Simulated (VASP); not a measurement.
Here is a VASP 6.6.1 calculation.

File INCAR:

```
PREC     = Accurate       # precision mode
ENCUT    = 520            # plane-wave cutoff, eV
EDIFF    = 1E-7           # SCF threshold, eV
ISMEAR   = 0              # smearing method
SIGMA    = 0.1            # smearing width, eV
LREAL    = F              # projectors in reciprocal space
LASPH    = T              # aspherical terms in the spheres
NELM     = 100            # most SCF steps
ALGO     = Normal         # electronic algorithm
ISIF     = 2              # what is computed and relaxed
LWAVE    = F              # write WAVECAR
LCHARG   = F              # write CHGCAR
GGA      = PE             # functional
NBANDS   = 38             # bands
```

The input KPOINTS:

```
regular mesh
0
Gamma
  9 9 10
```

File POSCAR:

```
YGe2S3
1.0
    6.3808941253      0.0000000000      0.0000000000
   -3.1904470627      5.5260164114      0.0000000000
    0.0000000000      0.0000000000      4.1869675574
Y Ge S
1 2 3
Direct
    0.0000000000      0.0000000000      0.5477051266
    0.6666666667      0.3333333333      0.9428298979
    0.3333333333      0.6666666667      0.9428298979
    0.5000000000      0.5000000000      0.5867573426
    0.5000000000      0.0000000000      0.5867573426
    0.0000000000      0.5000000000      0.5867573426
```

Potentials or basis: VASP PAW PBE potentials, release 64 (Y_sv, Ge_d, S).

Launch:

```bash
$ cat potpaw_PBE.64/Y_sv/POTCAR potpaw_PBE.64/Ge_d/POTCAR potpaw_PBE.64/S/POTCAR > POTCAR
$ mpirun -np 1 vasp_std > vasp.out
```

(1) Estimate the pressure.

(2) Predict the largest force.

## Answers

(1) -0.1 GPa.

(2) 0.006 eV/Å.
